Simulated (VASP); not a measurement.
A run of VASP 6.6.1:

INCAR

```
ALGO     = Fast           # electronic algorithm
EDIFF    = 1E-6           # SCF threshold, eV
EDIFFG   = -0.01          # ionic threshold
ENCUT    = 520            # plane-wave cutoff, eV
GGA      = PE             # functional
IBRION   = 2              # ionic algorithm
ISIF     = 2              # what is computed and relaxed
ISMEAR   = 0              # smearing method
LASPH    = T              # aspherical terms in the spheres
LCHARG   = F              # write CHGCAR
LREAL    = F              # projectors in reciprocal space
LWAVE    = F              # write WAVECAR
NELM     = 60             # most SCF steps
NSW      = 100            # ionic steps
PREC     = Accurate       # precision mode
SIGMA    = 0.15           # smearing width, eV
```

The input KPOINTS:

```
k-points
0
Gamma
  16 16 16
```

File POSCAR:

```
Cu
1.0
   -0.1509885394      1.8623962994      1.7642074226
    1.5751254769     -0.0903701250      1.7035890082
    1.6668902805      1.8935426886     -0.1821349286
Cu
1
Direct
    0.0000000000      0.0000000000      0.0000000000
```

Potentials or basis: VASP PAW PBE potentials, release 64 (Cu).

Run with:

```bash
$ cat potpaw_PBE.64/Cu/POTCAR > POTCAR
$ mpirun -np 1 vasp_std > vasp.out
```

Hardware: 1 thread of Oxide Virtual Turin-like Processor, with other jobs on the host.

Estimate the wall time of this run.

Wall time 4.9 min on 1 thread of Oxide Virtual Turin-like Processor, with other jobs on the host, peak memory 0.3 GiB. Counts: scf iterations 13, k points 2052, ion steps 1.
